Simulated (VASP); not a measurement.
Runs of VASP 6.6.1 on Ni2O (antifluorite type). The structure is that of space group Fm-3m (No. 225), or close to it. The cells are those of the table. 

```tsv
cell	gap on the mesh (eV)	pressure (GPa)
a = 3.478 Å, angles 60.0°, 3 atoms	none	(a)
a = 3.526 Å, angles 60.0°, 3 atoms	none	3.1
a = 3.620 Å, angles 60.0°, 3 atoms	none	-7.7
a = 3.550 Å, angles 60.0°, 3 atoms	none	0.0
a = 3.502 Å, angles 60.0°, 3 atoms	none	6.8
a = 3.597 Å, angles 60.0°, 3 atoms	none	(b)
a = 3.574 Å, angles 60.0°, 3 atoms	none	-2.9
```

Alike in all rows: task single point; level PBE; potentials or basis VASP PAW PBE potentials, release 64 (Ni, O); no spin polarisation; k mesh 19 × 19 × 19; cutoff (eV) 520; smearing fermi-dirac 0.0612256 eV.

Task: Fill in the values left out.

Result: (a) 11.0; (b) -5.5.

Caveats: the run has no spin polarisation, though such a crystal can be magnetic; the cell stands under pressure (at least some runs); the cell stands under tension (at least some runs).

A gap of «none» marks levels without a gap at the run's occupations.
